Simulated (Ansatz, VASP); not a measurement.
**Two plane-wave programs on Na4H**

File INCAR:

```
PREC = Accurate ; ENCUT = 400
EDIFF = 1E-6 ; ISMEAR = 0
SIGMA = 0.1 ; LREAL = False
LASPH = True ; NELM = 120
ALGO = Normal ; ISIF = 2
LWAVE = False ; LCHARG = False
LDIPOL = True ; IDIPOL = 3
DIPOL = 0.5 0.5 0.304 ; GGA = PE
NBANDS = 40 ; GGA_COMPAT = False
NELMDL = -8
```

Contents of KPOINTS:

```
regular mesh
0
Gamma
  4 4 1
```

File POSCAR:

```
Na4H
1.0
    7.2665054626      0.0000000000      0.0000000000
   -2.4221684875      6.8509270508      0.0000000000
    0.0000000000      0.0000000000     20.9665384335
Na H
8 2
Direct
    0.2500000000      0.2500000000      0.1907801811
    0.2500000000      0.7500000000      0.1907801811
    0.7500000000      0.2500000000      0.1907801811
    0.7500000000      0.7500000000      0.1907801811
    0.0000000000      0.0000000000      0.3322693660
    0.0000000000      0.5000000000      0.3322693660
    0.5000000000      0.0000000000      0.3322693660
    0.5000000000      0.5000000000      0.3322693660
    0.1219409038      0.3333333333      0.4753545019
    0.2113924295      0.3333333333      0.4753545019
```

Input for Ansatz:

```yaml
crystal:
  lattice:
    - [7.2665054626, 0.0, 0.0]
    - [-2.4221684875, 6.8509270508, 0.0]
    - [0.0, 0.0, 20.9665384335]
  atoms:
    - { symbol: Na, position: [0.25, 0.25, 0.1907801811] }
    - { symbol: Na, position: [0.25, 0.75, 0.1907801811] }
    - { symbol: Na, position: [0.75, 0.25, 0.1907801811] }
    - { symbol: Na, position: [0.75, 0.75, 0.1907801811] }
    - { symbol: Na, position: [0.0, 0.0, 0.332269366] }
    - { symbol: Na, position: [0.0, 0.5, 0.332269366] }
    - { symbol: Na, position: [0.5, 0.0, 0.332269366] }
    - { symbol: Na, position: [0.5, 0.5, 0.332269366] }
    - { symbol: H, position: [0.1219409038, 0.3333333333, 0.4753545019] }
    - { symbol: H, position: [0.2113924295, 0.3333333333, 0.4753545019] }
basis:
  ecutwfc: 420
kpoints:
  mp_grid: { grid: [4, 4, 1] }
hamiltonian:
  xc: pbe
scf:
  occupations: { method: gaussian, width: 0.1 }
output:
  forces: true
  eigenvalues: true
  write_density: true
  write_potential: true
  elf: true
  volumetric_format: npy
efield:
  axis: 3
  dipole_correction: true
  ramp_width: 0.04
```

Alike in both runs: task single point; functional PBE; k mesh 4 × 4 × 1; occupations gaussian, width 0.1 eV; no spin polarisation.

```csv
,VASP,Ansatz
version,VASP 6.6.1,Ansatz 0.2.0
potentials or method,"VASP PAW PBE potentials, release 64 (Na_pv, H), cutoff 400 eV","scalar-relativistic, plane waves, PAW"
valence electrons in the cell,58,74
```

```tsv
	VASP	Ansatz	Ansatz less VASP
gap on the k mesh at the Fermi level (eV)	none	none	-
rms of the force components (eV/Å)	1.261	1.254	-0.0065
```

Atom by atom the forces differ by 0.007 eV/Å (rms over components). A gap of «none» marks a metal or a gap that the smearing closes. VASP's potentials hold 58 valence electrons a cell and Ansatz's 74, so a difference there can come from the potentials and not from the codes. Ansatz's warnings: xc potential rough in thin density.
